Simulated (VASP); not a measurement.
KBr: single point with r2SCAN

Crystal: KBr.

```xyz
2
Lattice="0.0000 3.3024 3.3024 3.3024 0.0000 3.3024 3.3024 3.3024 0.0000" Properties=species:S:1:pos:R:3 pbc="T T T"
K     0.0000    0.0000    0.0000
Br    3.3024    3.3024    3.3024
```

```json
{"Program": "VASP 6.6.1", "Task": "single point", "Functional": "r2SCAN", "Potentials or basis": "VASP PAW PBE potentials, release 64 (K_sv, Br)", "Cutoff": "520 eV", "k mesh": "6 × 6 × 6", "Occupations": "fermi-dirac, width 0.02 eV", "Spin": "no spin polarisation", "Dipole correction": "no", "Further INCAR settings": "ALGO = Normal; EDIFF = 1e-07; NBANDS = 15"}
```

| Item | Value |
| --- | --- |
| Pressure | 0.0 GPa |
| Band gap on the k mesh | 5.07 eV, direct |

Levels at points of the mesh, in eV from the valence-band top:
```
           k point  band 6  band 7  band 8  band 9  band 10  band 11
(0.00, 0.00, 0.00)    0.00    0.00    0.00    5.07     8.24     8.24
(0.50, 0.00, 0.00)   -1.16   -0.33   -0.33    7.13     8.86    10.53
(0.50, 0.50, 0.00)   -0.82   -0.29   -0.29    6.36     8.02    10.12
```

It took 64 s on 1 thread of Intel(R) Xeon(R) Platinum 8375C CPU @ 2.90GHz (Ice Lake), with other jobs on the host, peak memory 0.22 GiB.

Caveat: the PAW data sets were made with another functional, which shifts forces and pressure a little. r2SCAN opens gaps a little over a GGA but as a rule still falls short of measured ones.
